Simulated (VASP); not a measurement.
A run of VASP 6.6.1 is set up as follows.

Contents of INCAR:

```
PREC = Accurate ; ENCUT = 520
EDIFF = 1E-6 ; ISMEAR = -1
SIGMA = 0.1 ; LREAL = False
LASPH = True ; NELM = 100
ALGO = Normal ; ISIF = 2
LWAVE = False ; LCHARG = False
GGA = PS ; NBANDS = 31
```

KPOINTS

```
regular mesh
0
Gamma
  7 7 3
```

Contents of POSCAR:

```
ZrSiO
1.0
    3.1814932022      0.0000000000      0.0000000000
    0.0000000000      3.1814932022      0.0000000000
    0.0000000000      0.0000000000      7.0451552238
Zr Si O
2 2 2
Direct
    0.0000000000      0.5000000000      0.6915900000
    0.5000000000      0.0000000000      0.3084100000
    0.5000000000      0.5000000000      0.0000000000
    0.0000000000      0.0000000000      0.0000000000
    0.0000000000      0.5000000000      0.3887060000
    0.5000000000      0.0000000000      0.6112940000
```

Potentials or basis: VASP PAW PBE potentials, release 64 (Zr_sv, Si, O).

Run with:

```bash
$ cat potpaw_PBE.64/Zr_sv/POTCAR potpaw_PBE.64/Si/POTCAR potpaw_PBE.64/O/POTCAR > POTCAR
$ mpirun -np 1 vasp_std > vasp.out
```

Problem. Predict the pressure.

Solution. 21.2 GPa.

Problem. What does it give for the band gap on the k mesh?

Solution. Zero (bands 22 and 23 overlap by 0.52 eV).

Stress tensor (GPa, compression positive):
```
19.90  0.00  0.00
 0.00 19.90  0.00
 0.00  0.00 23.77
```

Caveat: the cell stands under pressure; the PAW data sets were made with another functional, which shifts forces and pressure a little.
